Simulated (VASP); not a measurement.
# Fe (Fmmm) in VASP: single point with PBE

Aim: the single point of Fe with PBE.

Program: VASP 6.6.1. These are calculated values, not measurements. Logs are shortened: lines on timing, memory, paths and dates and some standing lists are left out, and cuts for length are marked.

## (1) The cell of the first run

It takes space group Fmmm (No. 69, orthorhombic). The conventional cell has a = 2.997 Å, b = 3.883 Å, c = 3.930 Å, α = 90.00°, β = 90.00°, γ = 90.00°. Within 3.2 Å of Fe (site symmetry mmm) lie 14 Fe at 2.45 to 3.00 Å.

## (2) Single point, PBE, non-collinear spin, typed start, spin-orbit coupling

Input file INCAR:

```
PREC = Accurate ; ENCUT = 520
EDIFF = 1E-7 ; ISMEAR = -1
SIGMA = 0.05 ; LREAL = False
LASPH = True ; NELM = 150
ALGO = Normal ; ISIF = 2
LWAVE = False ; LCHARG = False
LNONCOLLINEAR = True ; MAGMOM = 0 2.2 0
LORBIT = 11 ; LSORBIT = True
GGA_COMPAT = False ; LORBMOM = True
LMAXMIX = 4 ; GGA = PE
NBANDS = 19
```

Input file KPOINTS:

```
Automatic mesh
0
Gamma
  13 13 13
```

Input file POSCAR:

```
Fe
1.0
    0.0000000000      1.9417396906      1.9651051623
    1.4984397099      0.0000000000      1.9651051623
    1.4984397099      1.9417396906      0.0000000000
Fe
1
Direct
    0.0000000000      0.0000000000      0.0000000000
```

Potentials or basis: VASP PAW PBE potentials, release 64 (Fe).

On the command line:

```bash
cat potpaw_PBE.64/Fe/POTCAR > POTCAR
mpirun -np 1 vasp_ncl > vasp.out
```

OUTCAR:

```text
PREC = Accurate
   ENCUT = 520
   EDIFF = 1E-7
   ISMEAR = -1
   LREAL = False
   LASPH = True
   NELM = 150
   ISIF = 2
   LNONCOLLINEAR = True
   LORBIT = 11
   LSORBIT = True
   GGA = PE

 ion  position               nearest neighbor table
   1  0.000  0.000  0.000-

  LATTYP: Found a face centered orthorhombic cell.
 ALAT       =     2.9968794198
 B/A-ratio  =     1.2958410524
 C/A-ratio  =     1.3114342535

  Lattice vectors:

 A1 = (   0.0000000000,   1.9417396906,   1.9651051623)
 A2 = (   1.4984397099,   0.0000000000,   1.9651051623)
 A3 = (   1.4984397099,   1.9417396906,   0.0000000000)

Analysis of symmetry for initial positions (statically):
=====================================================================
 Subroutine PRICEL returns:
 Original cell was already a primitive cell.

 Routine SETGRP: Setting up the symmetry group for a
 face centered orthorhombic supercell.

 Subroutine GETGRP returns: Found  8 space group operations
 (whereof  8 operations were pure point group operations)
 out of a pool of  8 trial point group operations.

The static configuration has the point symmetry D_2h.

Analysis of symmetry for dynamics (positions and initial velocities):
=====================================================================
 Subroutine PRICEL returns:
 Original cell was already a primitive cell.

 Routine SETGRP: Setting up the symmetry group for a
 face centered orthorhombic supercell.

 Subroutine GETGRP returns: Found  8 space group operations
 (whereof  8 operations were pure point group operations)
 out of a pool of  8 trial point group operations.

The dynamic configuration has the point symmetry D_2h.

Analysis of structural, dynamic, and magnetic symmetry:
=====================================================================
 Subroutine PRICEL returns:
 Original cell was already a primitive cell.

 Routine SETGRP: Setting up the symmetry group for a
 face centered orthorhombic supercell.

 Subroutine GETGRP returns: Found  4 space group operations
 (whereof  4 operations were pure point group operations)
 out of a pool of  8 trial point group operations.

The overall configuration has the point symmetry C_2h.

 Subroutine INISYM returns: Found  4 space group operations
 (whereof  4 operations are pure point group operations),
 and found     1 'primitive' translations

----------------------------------------------------------------------------------------

                                     Primitive cell

  volume of cell :      11.4353

  direct lattice vectors                    reciprocal lattice vectors
     0.000000000  1.941739691  1.965105162    -0.333680426  0.257501045  0.254439309
     1.498439710  0.000000000  1.965105162     0.333680426 -0.257501045  0.254439309
     1.498439710  1.941739691  0.000000000     0.333680426  0.257501045 -0.254439309

  length of vectors
     2.762605894  2.471226388  2.452687218     0.492329947  0.492329947  0.492329947

  position of ions in fractional coordinates (direct lattice)
     0.000000000  0.000000000  0.000000000

  ion indices of the primitive-cell ions
   primitive index   ion index
                 1           1

----------------------------------------------------------------------------------------

 KPOINTS: Automatic mesh

Automatic generation of k-mesh.
 Grid dimensions read from file:
 generate k-points for:   13   13   13

 Generating k-lattice:

  Cartesian coordinates                     Fractional coordinates (reciprocal lattice)
    -0.025667725  0.019807773  0.019572255     0.076923077  0.000000000  0.000000000
     0.025667725 -0.019807773  0.019572255     0.000000000  0.076923077 -0.000000000
     0.025667725  0.019807773 -0.019572255     0.000000000 -0.000000000  0.076923077

  Length of vectors
     0.037871534  0.037871534  0.037871534

  Shift w.r.t. Gamma in fractional coordinates (k-lattice)
     0.000000000  0.000000000  0.000000000
[... 49 lines left out ...]
   ENCUT  =  520.0 eV  38.22 Ry    6.18 a.u.   5.14  4.59  4.56*2*pi/ulx,y,z
   NELM   =    150;   NELMIN=  2; NELMDL= -5     # of ELM steps
   EDIFF  = 0.1E-06   stopping-criterion for ELM
   LREAL  =      F    real-space projection
   EDIFFG = 0.1E-05   stopping-criterion for IOM
   NSW    =      0    number of steps for IOM
   IBRION =     -1    ionic relax: 0-MD 1-quasi-New 2-CG
   NFREE  =      0    steps in history (QN), initial steepest desc. (CG)
   ISIF   =      2    stress and relaxation
   ISYM   =      2    0-nonsym 1-usesym 2-fastsym
   POTIM  = 0.5000    time-step for ionic-motion
   TEBEG  =    0.0;   TEEND  =   0.0 temperature during run
   PSTRESS=    0.0 pullay stress
   NELECT =       8.0000    total number of electrons
   NUPDOWN=      -1.0000    fix difference up-down
   EMIN   =  10.00;   EMAX   =-10.00  energy-range for DOS
   EFERMI =   0.00;   METHOD = LEGACY
   ISMEAR =    -1;   SIGMA  =   0.05  broadening in eV -4-tet -1-fermi 0-gaus
   EFERMI_NEDOS =   21; number of points for ismear=-14 and -15
   IALGO  =     38    algorithm
   IMIX   =      4    mixing-type and parameters
     AMIX     =   0.40;   BMIX     =  1.00
     AMIX_MAG =   1.60;   BMIX_MAG =  1.00
  volume/ion in A,a.u.               =      11.44        77.17
  Fermi-wavevector in a.u.,A,eV,Ry     =   1.453303  2.746344 28.736719  2.112089
  Thomas-Fermi vector in A             =   2.570585
   LORBIT       =     11    0 simple, 1 ext, 2 COOP (PROOUT), +10 PAW based schemes
   GGA     = PE    functional components
   LHFCALC =     F    Hartree Fock is set to
   AEXX    =    0.0000 exact exchange contribution
   IVDW    =     0    specifies the selected vdW correction
   LEPSILON=     F    determine dielectric tensor
   LRPA    =     F    only Hartree local field effects (RPA)
  energy-cutoff  :      520.00
  volume of cell :       11.44
 maximum number of plane-waves:       674
 NGX is ok and might be reduce to    24
   NGX = 11   NGY =  9   NGZ =  9

 number of electron       8.0000000 magnetization       0.0000000      2.2000000      0.0000000

 number of electron       8.0000000 magnetization      -0.0000000      2.1944465     -0.0000000

 number of electron       8.0000000 magnetization      -0.0000000      2.1942305      0.0000000

 Free energy of the ion-electron system (eV)
  ---------------------------------------------------
  ext. energy  EPLUGINS =         0.00000000
  ---------------------------------------------------
  free energy    TOTEN  =        -8.23250629 eV

  energy without entropy =       -8.22305622  energy(sigma->0) =       -8.22778126

 E-fermi :   5.7901     XC(G=0): -13.0784

 val. band max:        5.7892384478   @ k =  -0.1538   0.3077   0.2308
 cond. band min:       5.7906726646   @ k =   0.1538   0.3846   0.4615
 fundamental gap:      0.0014342168
 Fermi energy:         5.7901023635

 k-point     1 :       0.0000    0.0000    0.0000
  band No.  band energies     occupation
      1      -2.6384      1.00000
      2      -2.4696      1.00000
      3       3.3327      1.00000
      4       3.4176      1.00000
      5       3.7484      1.00000
      6       4.4376      1.00000
[... 505 lines left out ...]
      6       4.7067      1.00000
[... 11 lines left out ...]
     18      26.9407      0.00000
     19      30.8475      0.00000

 [... further k-points ...]

------------------------ aborting loop because EDIFF is reached ----------------------------------------

  FORCE on cell =-STRESS in cart. coord.  units (eV):
  Direction    XX          YY          ZZ          XY          YZ          ZX
  --------------------------------------------------------------------------------------
  -------------------------------------------------------------------------------------
  Total       -0.4341980      0.1586796      0.0654288      0.0000000      0.0000000      0.0002587
  in kB      -60.8348405     22.2323631      9.1671313      0.0000000      0.0000000      0.0362413
  external PRESSURE =      -9.8117821 kB  Pullay stress =       0.0000000 kB

 VOLUME and BASIS-vectors are now :
 -----------------------------------------------------------------------------
  energy-cutoff  :      520.00
  volume of cell :       11.44
      direct lattice vectors                 reciprocal lattice vectors
     0.000000000  1.941739691  1.965105162    -0.333680426  0.257501045  0.254439309
     1.498439710  0.000000000  1.965105162     0.333680426 -0.257501045  0.254439309
     1.498439710  1.941739691  0.000000000     0.333680426  0.257501045 -0.254439309

 POSITION                                       TOTAL-FORCE (eV/Angst)
 -----------------------------------------------------------------------------------
      0.00000      0.00000      0.00000         0.000000      0.000000     -0.000000
 -----------------------------------------------------------------------------------
    total drift:                                0.000000     -0.000000      0.000000

  FREE ENERGIE OF THE ION-ELECTRON SYSTEM (eV)
  ---------------------------------------------------
  free  energy   TOTEN  =        -8.2325062937 eV

  energy  without entropy=       -8.2230562216  energy(sigma->0) =       -8.22778126

 orbital moment (x)

 # of ion     p       d       tot
 ----------------------------------------
  1         0.000   0.000   0.000
 ----------------------------------------
            0.000   0.000   0.000

 orbital moment (y)

 # of ion     p       d       tot
 ----------------------------------------
  1         0.000   0.050   0.051
 ----------------------------------------
            0.000   0.050   0.051

 orbital moment (z)

 # of ion     p       d       tot
 ----------------------------------------
  1         0.000   0.000   0.000
 ----------------------------------------
            0.000   0.000   0.000

 Spin-Orbit-Coupling matrix elements

 Ion:    1  E_soc:     -0.0123598
 l=   1
     0.0000000    -0.0003214    -0.0003193
    -0.0003214     0.0000000    -0.0003043
    -0.0003193    -0.0003043     0.0000000
 l=   2
     0.0000000    -0.0003242     0.0000000    -0.0003483    -0.0014259
    -0.0003242     0.0000000    -0.0010691    -0.0003419    -0.0003578
     0.0000000    -0.0010691     0.0000000    -0.0011591     0.0000000
    -0.0003483    -0.0003419    -0.0011591     0.0000000    -0.0002086
    -0.0014259    -0.0003578     0.0000000    -0.0002086     0.0000000
 l=   3
     0.0000000     0.0000000     0.0000000     0.0000000     0.0000000     0.0000000     0.0000000
     0.0000000     0.0000000     0.0000000     0.0000000     0.0000000     0.0000000     0.0000000
     0.0000000     0.0000000     0.0000000     0.0000000     0.0000000     0.0000000     0.0000000
     0.0000000     0.0000000     0.0000000     0.0000000     0.0000000     0.0000000     0.0000000
     0.0000000     0.0000000     0.0000000     0.0000000     0.0000000     0.0000000     0.0000000
     0.0000000     0.0000000     0.0000000     0.0000000     0.0000000     0.0000000     0.0000000
     0.0000000     0.0000000     0.0000000     0.0000000     0.0000000     0.0000000     0.0000000

 total charge

# of ion       s       p       d       tot
------------------------------------------
    1        0.485   0.535   6.236   7.256

 magnetization (x)

# of ion       s       p       d       tot
------------------------------------------
    1        0.000   0.000   0.000   0.000

 magnetization (y)

# of ion       s       p       d       tot
------------------------------------------
    1       -0.014  -0.055   2.262   2.193

 magnetization (z)

# of ion       s       p       d       tot
------------------------------------------
    1        0.000   0.000   0.000   0.000
```

Run time: 25 min. Hardware: 1 thread of Intel Xeon Platinum 8259CL at 2.50GHz (Skylake/Cascade Lake), shared host; peak memory 0.34 GiB.

Results:

```yaml
Free_energy: -8.2325 eV
Pressure: -1.0 GPa
Net_moment: 2.19 μB per cell
Valence_electrons_inside_the_program's_atomic_spheres: Fe 7.26
```

Moments on the atoms (μB; x, y, z):
```
Fe  0.00 2.19 0.00
```
